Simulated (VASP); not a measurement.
# Ru (P6_3/mmc) in VASP: settings compared, part 2 of 2

VASP 6.6.1. The steps go on from the part before.

**3. Electric field gradients, LDA**

File INCAR:

```
PREC     = Accurate       # precision mode
ENCUT    = 520            # plane-wave cutoff, eV
EDIFF    = 1E-8           # SCF threshold, eV
ISMEAR   = -1             # smearing method
SIGMA    = 0.03           # smearing width, eV
LREAL    = False          # projectors in reciprocal space
LASPH    = True           # aspherical terms in the spheres
NELM     = 100            # most SCF steps
ALGO     = Normal         # electronic algorithm
ISIF     = 2              # what is computed and relaxed
LWAVE    = False          # write WAVECAR
LCHARG   = False          # write CHGCAR
LEFG     = True         
NBANDS   = 21             # bands
```

File KPOINTS:

```
Automatic mesh
0
Gamma
  14 14 8
```

File POSCAR:

```
Ru
1.0
    2.7057993342      0.0000000000      0.0000000000
   -1.3528996671      2.3432909610      0.0000000000
    0.0000000000      0.0000000000      4.2819000000
Ru
2
Direct
    0.3333333333      0.6666666667      0.2500000000
    0.6666666667      0.3333333333      0.7500000000
```

Potentials or basis: VASP PAW LDA potentials, release 64 (Ru_pv).

Run with:

```bash
> cat potpaw_LDA.64/Ru_pv/POTCAR > POTCAR
> mpirun -np 1 vasp_std > vasp.out
```

OUTCAR:

```text
PREC = Accurate
   ENCUT = 520
   EDIFF = 1E-8
   ISMEAR = -1
   LREAL = False
   LASPH = True
   NELM = 100
   ISIF = 2

 ion  position               nearest neighbor table
   1  0.333  0.667  0.250-   2 2.65   2 2.65   2 2.65   2 2.65   2 2.65   2 2.65
   2  0.667  0.333  0.750-   1 2.65   1 2.65   1 2.65   1 2.65   1 2.65   1 2.65

  LATTYP: Found a hexagonal cell.
 ALAT       =     2.7057993342
 C/A-ratio  =     1.5824898565

  Lattice vectors:

 A1 = (   2.7057993342,   0.0000000000,   0.0000000000)
 A2 = (  -1.3528996671,   2.3432909610,   0.0000000000)
 A3 = (   0.0000000000,   0.0000000000,   4.2819000000)

Analysis of symmetry for initial positions (statically):
=====================================================================
 Subroutine PRICEL returns:
 Original cell was already a primitive cell.

 Routine SETGRP: Setting up the symmetry group for a
 hexagonal supercell.

 Subroutine GETGRP returns: Found 24 space group operations
[... 767 lines left out ...]
     2.705799334  0.000000000  0.000000000     0.369576556  0.213375124  0.000000000
    -1.352899667  2.343290961  0.000000000     0.000000000  0.426750249  0.000000000
     0.000000000  0.000000000  4.281900000     0.000000000  0.000000000  0.233541185

 POSITION                                       TOTAL-FORCE (eV/Angst)
 -----------------------------------------------------------------------------------
     -0.00000      1.56219      1.07048        -0.000000      0.000000      0.000000
      1.35290      0.78110      3.21143         0.000000     -0.000000      0.000000
 -----------------------------------------------------------------------------------
    total drift:                               -0.000000      0.000000     -0.000000

  FREE ENERGIE OF THE ION-ELECTRON SYSTEM (eV)
  ---------------------------------------------------
  free  energy   TOTEN  =       -21.3545569296 eV

  energy  without entropy=      -21.3478957477  energy(sigma->0) =      -21.35122634

 Electric field gradients (V/A^2)
---------------------------------------------------------------------
 ion       V_xx      V_yy      V_zz      V_xy      V_xz      V_yz
---------------------------------------------------------------------
   1       7.017     7.019   -14.036     0.002     0.000    -0.000
   2       7.017     7.019   -14.036     0.002    -0.000     0.000
---------------------------------------------------------------------

 Electric field gradients after diagonalization (V/A^2)
 (convention: |V_zz| > |V_xx| > |V_yy|)
----------------------------------------------------------------------
 ion       V_xx      V_yy      V_zz     asymmetry (V_yy - V_xx)/ V_zz
----------------------------------------------------------------------
   1       7.020     7.016   -14.036       0.000
   2       7.020     7.016   -14.036       0.000
----------------------------------------------------------------------

           NMR quadrupolar parameters

 Cq : quadrupolar parameter    Cq=e*Q*V_zz/h
 eta: asymmetry parameters     (V_yy - V_xx)/ V_zz
 Q  : nuclear electric quadrupole moment in mb (millibarn)
----------------------------------------------------------------------
 ion       Cq(MHz)       eta       Q (mb)
----------------------------------------------------------------------
   1      -0.034       0.000       1.000
   2      -0.034       0.000       1.000
----------------------------------------------------------------------
```

OSZICAR:

```text
N       E                     dE             d eps       ncg     rms          rms(c)
DAV:   1     0.287996552597E+03    0.28800E+03   -0.17480E+04  5048   0.149E+03
DAV:   2    -0.169759940650E+02   -0.30497E+03   -0.29576E+03  5148   0.445E+02
DAV:   3    -0.228104012157E+02   -0.58344E+01   -0.58012E+01  5980   0.695E+01
DAV:   4    -0.228546741613E+02   -0.44273E-01   -0.44223E-01  6201   0.578E+00
DAV:   5    -0.228553100274E+02   -0.63587E-03   -0.63001E-03  5840   0.603E-01    0.184E+01
DAV:   6    -0.214461603550E+02    0.14091E+01   -0.32628E+00  5760   0.173E+01    0.463E+00
DAV:   7    -0.213659909791E+02    0.80169E-01   -0.45779E-01  5745   0.460E+00    0.102E+00
DAV:   8    -0.213558872890E+02    0.10104E-01   -0.16921E-02  5440   0.118E+00    0.437E-01
DAV:   9    -0.213545349570E+02    0.13523E-02   -0.12496E-03  5745   0.384E-01    0.298E-02
DAV:  10    -0.213545572753E+02   -0.22318E-04   -0.43739E-05  5670   0.684E-02    0.146E-02
DAV:  11    -0.213545569521E+02    0.32326E-06   -0.72043E-06  5655   0.253E-02    0.955E-04
DAV:  12    -0.213545569258E+02    0.26313E-07   -0.12165E-07  5735   0.309E-03    0.895E-04
DAV:  13    -0.213545569296E+02   -0.38403E-08   -0.51443E-09  3560   0.694E-04
   1 F= -.21354557E+02 E0= -.21351226E+02  d E =-.666118E-02
```

Wall time 22 s (1 thread of AMD EPYC 9R45 (Zen 5), shared host); peak memory 0.13 GiB.

Results:

```yaml
Free_energy: -21.3546 eV
Pressure: -11.4 GPa
Band_gap_on_the_k_mesh: zero (band 14 reaches 14.33 eV, above the bottom of band 15 at 11.18 eV)
```

Electric field gradients, principal values (V/Å²):
| atom | least | middle | greatest (by size) |
| --- | --- | --- | --- |
| 1 Ru | 7.016 | 7.020 | -14.036 |
| 2 Ru | 7.016 | 7.020 | -14.036 |

Caveat: without QUAD_EFG the Cq values of the log hold for a quadrupole moment of 1 mb, not for the nuclei.

**4. Electric field gradients, r2SCAN**

POSCAR is that of step 3.

File INCAR.step1:

```
ALGO = Normal ; EDIFF = 1E-4
ENCUT = 520 ; GGA = PE
ISMEAR = -1 ; LASPH = True
LCHARG = False ; LREAL = False
LWAVE = True ; NBANDS = 21
NELM = 100 ; PREC = Accurate
SIGMA = 0.03
```

File INCAR.step2:

```
ALGO = Normal ; EDIFF = 1E-8
ENCUT = 520 ; ISIF = 2
ISMEAR = -1 ; ISTART = 1
LASPH = True ; LCHARG = False
LEFG = True ; LMIXTAU = True
LREAL = False ; LWAVE = False
METAGGA = R2SCAN ; NBANDS = 21
NELM = 100 ; PREC = Accurate
SIGMA = 0.03
```

File KPOINTS:

```
k-points
0
Gamma
  14 14 8
```

Potentials or basis: VASP PAW PBE potentials, release 64 (Ru_pv).

Run with:

```bash
> cat potpaw_PBE.64/Ru_pv/POTCAR > POTCAR
> cp INCAR.step1 INCAR
> mpirun -np 1 vasp_std > vasp.out
> cp INCAR.step2 INCAR
> mpirun -np 1 vasp_std > vasp.out
```

OUTCAR:

```text
EDIFF = 1E-8
   ENCUT = 520
   ISIF = 2
   ISMEAR = -1
   ISTART = 1
   LASPH = True
   LREAL = False
   METAGGA = R2SCAN
   NELM = 100
   PREC = Accurate

 ion  position               nearest neighbor table
   1  0.333  0.667  0.250-   2 2.65   2 2.65   2 2.65   2 2.65   2 2.65   2 2.65
   2  0.667  0.333  0.750-   1 2.65   1 2.65   1 2.65   1 2.65   1 2.65   1 2.65

  LATTYP: Found a hexagonal cell.
 ALAT       =     2.7057993342
 C/A-ratio  =     1.5824898565

  Lattice vectors:

 A1 = (   2.7057993342,   0.0000000000,   0.0000000000)
 A2 = (  -1.3528996671,   2.3432909610,   0.0000000000)
[... 791 lines left out ...]
  free  energy   TOTEN  =       -50.8529583089 eV

  energy  without entropy=      -50.8464537239  energy(sigma->0) =      -50.84970602

 Electric field gradients (V/A^2)
---------------------------------------------------------------------
 ion       V_xx      V_yy      V_zz      V_xy      V_xz      V_yz
---------------------------------------------------------------------
   1       6.185     6.187   -12.372     0.002     0.000    -0.000
   2       6.185     6.187   -12.372     0.002    -0.000     0.000
---------------------------------------------------------------------

 Electric field gradients after diagonalization (V/A^2)
 (convention: |V_zz| > |V_xx| > |V_yy|)
----------------------------------------------------------------------
 ion       V_xx      V_yy      V_zz     asymmetry (V_yy - V_xx)/ V_zz
----------------------------------------------------------------------
   1       6.188     6.184   -12.372       0.000
   2       6.188     6.184   -12.372       0.000
----------------------------------------------------------------------

           NMR quadrupolar parameters

 Cq : quadrupolar parameter    Cq=e*Q*V_zz/h
 eta: asymmetry parameters     (V_yy - V_xx)/ V_zz
 Q  : nuclear electric quadrupole moment in mb (millibarn)
----------------------------------------------------------------------
 ion       Cq(MHz)       eta       Q (mb)
----------------------------------------------------------------------
   1      -0.030       0.000       1.000
   2      -0.030       0.000       1.000
----------------------------------------------------------------------
```

OSZICAR.step1:

```text
N       E                     dE             d eps       ncg     rms          rms(c)
DAV:   1     0.289345163985E+03    0.28935E+03   -0.17534E+04  5048   0.149E+03
DAV:   2    -0.140363842622E+02   -0.30338E+03   -0.29420E+03  5153   0.445E+02
DAV:   3    -0.197635107551E+02   -0.57271E+01   -0.56967E+01  5970   0.689E+01
DAV:   4    -0.198064127731E+02   -0.42902E-01   -0.42851E-01  6212   0.569E+00
DAV:   5    -0.198070182606E+02   -0.60549E-03   -0.60046E-03  5829   0.589E-01    0.178E+01
DAV:   6    -0.185444780832E+02    0.12625E+01   -0.28504E+00  5750   0.165E+01    0.478E+00
DAV:   7    -0.184678544390E+02    0.76624E-01   -0.41927E-01  5750   0.484E+00    0.105E+00
DAV:   8    -0.184605662126E+02    0.72882E-02   -0.16401E-02  5550   0.107E+00    0.356E-01
DAV:   9    -0.184601012177E+02    0.46499E-03   -0.87095E-04  5720   0.315E-01    0.342E-02
DAV:  10    -0.184601102078E+02   -0.89901E-05   -0.54150E-05  3325   0.779E-02
   1 F= -.18460110E+02 E0= -.18456764E+02  d E =-.669282E-02
```

Wall time 2.2 min (1 thread of AMD EPYC 9R45 (Zen 5), shared host); peak memory 0.15 GiB.

Results:

- Free energy: -50.8530 eV
- Pressure: -0.5 GPa
- Band gap on the k mesh: zero (band 14 reaches 14.42 eV, above the bottom of band 15 at 11.15 eV)

Levels at points of the mesh, in eV from the Fermi level:
```csv
k point,band 10,band 11,band 12,band 13,band 14,band 15,band 16,band 17,band 18,band 19
"(0.00, 0.00, 0.00)",-2.68,-2.51,-1.98,-1.98,-1.45,-1.45,1.25,1.25,1.36,8.41
"(0.50, 0.00, 0.00)",-3.14,-2.17,-1.85,-1.57,1.50,1.93,2.00,4.25,6.43,8.42
"(0.00, 0.00, 0.50)",-2.86,-2.86,-2.86,-2.81,-2.81,0.58,0.58,0.58,0.58,8.42
"(0.50, 0.00, 0.50)",-4.73,-1.09,-1.09,0.48,0.48,1.76,1.76,3.56,3.56,8.41
```

Electric field gradients, principal values (V/Å²):
```
atom  least  middle  greatest (by size)
1 Ru  6.184   6.188             -12.372
2 Ru  6.184   6.188             -12.372
```

Caveat: without QUAD_EFG the Cq values of the log hold for a quadrupole moment of 1 mb, not for the nuclei; the PAW data sets were made with another functional, which shifts forces and pressure a little.
